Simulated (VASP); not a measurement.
# WC (P3m1) in VASP: single point with PBEsol

Aim: the single point of WC with PBEsol.

Program: VASP 6.6.1. These are calculated values, not measurements. Logs are shortened: lines on timing, memory, paths and dates and some standing lists are left out, and cuts for length are marked.

## 1. The cell of the first run

The structure is trigonal, space group P3m1 (No. 156). Conventional cell: a = 2.898 Å, b = 2.898 Å, c = 2.828 Å, α = 90.00°, β = 90.00°, γ = 120.00°. W (site symmetry 3m) has 6 C at 2.14 to 2.24 Å and 8 W at 2.83 to 2.90 Å within 2.9 Å. C (site symmetry 3m) has 6 W at 2.14 to 2.24 Å and 8 C at 2.83 to 2.90 Å within 2.9 Å.

## 2. Single point, PBEsol (atoms displaced along a vibrational mode)

INCAR

```
ALGO = Normal
EDIFF = 1E-7
ENCUT = 520
GGA = PS
ISIF = 2
ISMEAR = 0
LASPH = T
LCHARG = F
LREAL = F
LWAVE = F
NBANDS = 16
NELM = 80
PREC = Accurate
SIGMA = 0.15
```

KPOINTS

```
k-points
0
Gamma
  24 24 22
```

POSCAR

```
WC
1.0
    2.8984136670      0.0000000000      0.0000000000
   -1.4492068335      2.5100998663      0.0000000000
    0.0000000000      0.0000000000      2.8276119036
W C
1 1
Direct
    0.0000000000      0.0000000000     -0.0017329284
    0.6666666667      0.3333333333      0.5265241492
```

Potentials or basis: VASP PAW PBE potentials, release 64 (W_sv, C).

Run with:

```console
$ cat potpaw_PBE.64/W_sv/POTCAR potpaw_PBE.64/C/POTCAR > POTCAR
$ mpirun -np 1 vasp_std > vasp.out
```

OUTCAR:

```text
EDIFF = 1E-7
   ENCUT = 520
   GGA = PS
   ISIF = 2
   ISMEAR = 0
   LASPH = T
   LREAL = F
   NELM = 80
   PREC = Accurate

 ion  position               nearest neighbor table
   1  0.000  0.000  0.998-   2 2.14   2 2.14   2 2.14   2 2.24   2 2.24   2 2.24
   2  0.667  0.333  0.527-   1 2.14   1 2.14   1 2.14   1 2.24   1 2.24   1 2.24

  LATTYP: Found a hexagonal cell.
 ALAT       =     2.8984136670
 C/A-ratio  =     0.9755722366

  Lattice vectors:

 A1 = (   2.8984136670,   0.0000000000,   0.0000000000)
 A2 = (  -1.4492068335,   2.5100998663,   0.0000000000)
 A3 = (   0.0000000000,   0.0000000000,   2.8276119036)

Analysis of symmetry for initial positions (statically):
=====================================================================
 Subroutine PRICEL returns:
 Original cell was already a primitive cell.

 Routine SETGRP: Setting up the symmetry group for a
 hexagonal supercell.

 Subroutine GETGRP returns: Found  6 space group operations
 (whereof  6 operations were pure point group operations)
 out of a pool of 24 trial point group operations.

The static configuration has the point symmetry C_3v.

Analysis of symmetry for dynamics (positions and initial velocities):
=====================================================================
 Subroutine PRICEL returns:
 Original cell was already a primitive cell.

 Routine SETGRP: Setting up the symmetry group for a
 hexagonal supercell.

 Subroutine GETGRP returns: Found  6 space group operations
 (whereof  6 operations were pure point group operations)
 out of a pool of 24 trial point group operations.

The dynamic configuration has the point symmetry C_3v.

 Subroutine INISYM returns: Found  6 space group operations
 (whereof  6 operations are pure point group operations),
 and found     1 'primitive' translations

----------------------------------------------------------------------------------------

                                     Primitive cell

  volume of cell :      20.5717

  direct lattice vectors                    reciprocal lattice vectors
     2.898413667  0.000000000  0.000000000     0.345016314  0.199195262  0.000000000
    -1.449206833  2.510099866  0.000000000     0.000000000  0.398390524  0.000000000
     0.000000000  0.000000000  2.827611904     0.000000000  0.000000000  0.353655323

  length of vectors
     2.898413667  2.898413667  2.827611904     0.398390524  0.398390524  0.353655323

  position of ions in fractional coordinates (direct lattice)
     0.000000000  0.000000000  0.998267072
     0.666666667  0.333333333  0.526524149

  ion indices of the primitive-cell ions
   primitive index   ion index
                 1           1
                 2           2

----------------------------------------------------------------------------------------

 KPOINTS: k-points

Automatic generation of k-mesh.
 Grid dimensions read from file:
 generate k-points for:   24   24   22

 Generating k-lattice:

  Cartesian coordinates                     Fractional coordinates (reciprocal lattice)
     0.014375680  0.008299803  0.000000000     0.041666667  0.000000000  0.000000000
     0.000000000  0.016599605  0.000000000     0.000000000  0.041666667  0.000000000
     0.000000000  0.000000000  0.016075242     0.000000000  0.000000000  0.045454545

  Length of vectors
     0.016599605  0.016599605  0.016075242

  Shift w.r.t. Gamma in fractional coordinates (k-lattice)
     0.000000000  0.000000000  0.000000000

 Subroutine IBZKPT returns following result:
 ===========================================

 Found   1212 irreducible k-points:

 Following reciprocal coordinates:
            Coordinates               Weight
  0.000000  0.000000  0.000000      1.000000
  0.041667 -0.000000  0.000000      6.000000
  0.083333  0.000000  0.000000      6.000000
  0.125000  0.000000  0.000000      6.000000
  0.166667  0.000000  0.000000      6.000000
  0.208333  0.000000  0.000000      6.000000
[... 16 lines left out ...]
  0.416667  0.041667  0.000000     12.000000
  0.458333  0.041667  0.000000     12.000000
 [... further k-points ...]
   k-points           NKPTS =   1212   k-points in BZ     NKDIM =   1212   number of bands    NBANDS=     16
   number of dos      NEDOS =    301   number of ions     NIONS =      2
   total plane-waves  NPLWV =  13824
   dimension x,y,z NGX =    24 NGY =   24 NGZ =   24
   dimension x,y,z NGXF=    48 NGYF=   48 NGZF=   48
   ions per type =               1   1
   NGX,Y,Z   is equivalent  to a cutoff of  13.77, 13.77, 14.11 a.u.
   NGXF,Y,Z  is equivalent  to a cutoff of  27.53, 27.53, 28.22 a.u.
 SYSTEM =  unknown system
   PREC   = accura    normal or accurate (medium, high low for compatibility)
   ISTART =      0    job   : 0-new  1-cont  2-samecut
   ICHARG =      2    charge: 1-file 2-atom 10-const
   ISPIN  =      1    spin polarized calculation?
   LNONCOLLINEAR =      F non collinear calculations
   LSORBIT =      F    spin-orbit coupling
   LASPH  =      T    aspherical Exc in radial PAW
   ENCUT  =  520.0 eV  38.22 Ry    6.18 a.u.   5.39  5.39  5.26*2*pi/ulx,y,z
   NELM   =     80;   NELMIN=  2; NELMDL= -5     # of ELM steps
   EDIFF  = 0.1E-06   stopping-criterion for ELM
   LREAL  =      F    real-space projection
   EDIFFG = 0.1E-05   stopping-criterion for IOM
   NSW    =      0    number of steps for IOM
   IBRION =     -1    ionic relax: 0-MD 1-quasi-New 2-CG
   NFREE  =      0    steps in history (QN), initial steepest desc. (CG)
   ISIF   =      2    stress and relaxation
   ISYM   =      2    0-nonsym 1-usesym 2-fastsym
   POTIM  = 0.5000    time-step for ionic-motion
   TEBEG  =    0.0;   TEEND  =   0.0 temperature during run
   PSTRESS=    0.0 pullay stress
   NELECT =      18.0000    total number of electrons
   NUPDOWN=      -1.0000    fix difference up-down
   EMIN   =  10.00;   EMAX   =-10.00  energy-range for DOS
   EFERMI =   0.00;   METHOD = LEGACY
   ISMEAR =     0;   SIGMA  =   0.15  broadening in eV -4-tet -1-fermi 0-gaus
   EFERMI_NEDOS =   21; number of points for ismear=-14 and -15
   IALGO  =     38    algorithm
   IMIX   =      4    mixing-type and parameters
     AMIX     =   0.40;   BMIX     =  1.00
     AMIX_MAG =   1.60;   BMIX_MAG =  1.00
  volume/ion in A,a.u.               =      10.29        69.41
  Fermi-wavevector in a.u.,A,eV,Ry     =   1.565820  2.958971 33.358675  2.451793
  Thomas-Fermi vector in A             =   2.668240
   LORBIT       =      0    0 simple, 1 ext, 2 COOP (PROOUT), +10 PAW based schemes
   GGA     = PS    functional components
   LHFCALC =     F    Hartree Fock is set to
   AEXX    =    0.0000 exact exchange contribution
   IVDW    =     0    specifies the selected vdW correction
   LEPSILON=     F    determine dielectric tensor
   LRPA    =     F    only Hartree local field effects (RPA)
 non-spin polarized calculation
 Gauss-broadening in eV      SIGMA  =   0.15
  energy-cutoff  :      520.00
  volume of cell :       20.57
 maximum number of plane-waves:       580
 NGX is ok and might be reduce to    24
   NGX = 11   NGY = 11   NGZ = 11

 number of electron      18.0000001 magnetization

 Free energy of the ion-electron system (eV)
  ---------------------------------------------------
  ext. energy  EPLUGINS =         0.00000000
  ---------------------------------------------------
  free energy    TOTEN  =       -23.85434410 eV

  energy without entropy =      -23.85105366  energy(sigma->0) =      -23.85269888

 E-fermi :  11.0609     XC(G=0): -13.9721

 val. band max:       11.0380668802   @ k =   0.5000   0.0000   0.3636
 cond. band min:      11.0719558284   @ k =   0.0417  -0.0000   0.3182
 fundamental gap:      0.0338889483
 Fermi energy:        11.0608809135

 k-point     1 :       0.0000    0.0000    0.0000
  band No.  band energies     occupation
      1     -62.8457      2.00000
      2     -26.8336      2.00000
      3     -26.7321      2.00000
      4     -26.7321      2.00000
      5      -3.4351      2.00000
      6       6.5967      2.00000
[... 8 lines left out ...]
     15      25.2666      0.00000
     16      27.8528      0.00000

 k-point     2 :       0.0417   -0.0000    0.0000
  band No.  band energies     occupation
      1     -62.8446      2.00000
      2     -26.8317      2.00000
      3     -26.7474      2.00000
      4     -26.7355      2.00000
      5      -3.3882      2.00000
      6       6.6148      2.00000
[... 8 lines left out ...]
     15      25.1705      0.00000
     16      27.9502      0.00000

 k-point     3 :       0.0833    0.0000    0.0000
  band No.  band energies     occupation
      1     -62.8416      2.00000
      2     -26.8262      2.00000
      3     -26.7919      2.00000
      4     -26.7456      2.00000
      5      -3.2494      2.00000
      6       6.6393      2.00000
[... 8 lines left out ...]
     15      24.9667      0.00000
     16      28.2360      0.00000

 k-point     4 :       0.1250    0.0000    0.0000
  band No.  band energies     occupation
      1     -62.8367      2.00000
      2     -26.8631      2.00000
      3     -26.8163      2.00000
      4     -26.7616      2.00000
      5      -3.0251      2.00000
      6       6.5480      2.00000
[... 8 lines left out ...]
     15      24.7821      0.00000
     16      28.6919      0.00000
[... 324 lines left out ...]
 k-point    22 :       0.3750    0.0417    0.0000
  band No.  band energies     occupation
      1     -62.7905      2.00000
      2     -27.4931      2.00000
      3     -26.9193      2.00000
      4     -26.7288      2.00000
      5      -0.4847      2.00000
      6       4.2840      2.00000
[... 8 lines left out ...]
     15      25.3108      0.00000
     16      28.0001      0.00000

 k-point    23 :       0.4167    0.0417    0.0000
  band No.  band energies     occupation
      1     -62.7865      2.00000
      2     -27.5446      2.00000
      3     -26.9325      2.00000
      4     -26.7212      2.00000
      5      -0.1987      2.00000
      6       4.1009      2.00000
[... 8 lines left out ...]
     15      24.5601      0.00000
     16      28.5514      0.00000

 k-point    24 :       0.4583    0.0417    0.0000
  band No.  band energies     occupation
      1     -62.7844      2.00000
      2     -27.5712      2.00000
      3     -26.9393      2.00000
      4     -26.7173      2.00000
      5      -0.0416      2.00000
      6       4.0042      2.00000
[... 8 lines left out ...]
     15      24.1264      0.00000
     16      28.8878      0.00000

 [... further k-points ...]
[... 5 lines left out ...]
  --------------------------------------------------------------------------------------
  -------------------------------------------------------------------------------------
  Total        0.3278842      0.3278842      0.4284016      0.0000000      0.0000000      0.0000000
  in kB       25.5364114     25.5364114     33.3649477      0.0000000      0.0000000      0.0000000
  external PRESSURE =      28.1459235 kB  Pullay stress =       0.0000000 kB

 VOLUME and BASIS-vectors are now :
 -----------------------------------------------------------------------------
  energy-cutoff  :      520.00
  volume of cell :       20.57
      direct lattice vectors                 reciprocal lattice vectors
     2.898413667  0.000000000  0.000000000     0.345016314  0.199195262  0.000000000
    -1.449206833  2.510099866  0.000000000     0.000000000  0.398390524  0.000000000
     0.000000000  0.000000000  2.827611904     0.000000000  0.000000000  0.353655323

 POSITION                                       TOTAL-FORCE (eV/Angst)
 -----------------------------------------------------------------------------------
      0.00000      0.00000      2.82271         0.000000      0.000000      1.179693
      1.44921      0.83670      1.48881        -0.000000     -0.000000     -1.179693
 -----------------------------------------------------------------------------------
    total drift:                               -0.000000      0.000000      0.000118

  FREE ENERGIE OF THE ION-ELECTRON SYSTEM (eV)
  ---------------------------------------------------
  free  energy   TOTEN  =       -23.8543440967 eV

  energy  without entropy=      -23.8510536568  energy(sigma->0) =      -23.85269888
```

It took 2.9 min on 1 thread of Intel Xeon Platinum 8488C (Sapphire Rapids), shared host; peak memory 0.48 GiB.

What came out:

- Free energy: -23.8543 eV
- Pressure: 2.8 GPa
- Largest force: 1.180 eV/Å
- Band gap on the k mesh: zero (bands 9 and 10 overlap by 1.36 eV)

Forces on the atoms (eV/Å):
```
W    0.000  0.000  1.180
C    0.000  0.000 -1.180
```

Caveat: the cell differs from its parent crystal (atoms displaced along a vibrational mode); the PAW data sets were made with another functional, which shifts forces and pressure a little; spin-orbit coupling is left out, which moves the levels of the heavy elements.

The gap in the log of VASP goes by the Fermi energy; the results here count the filled bands.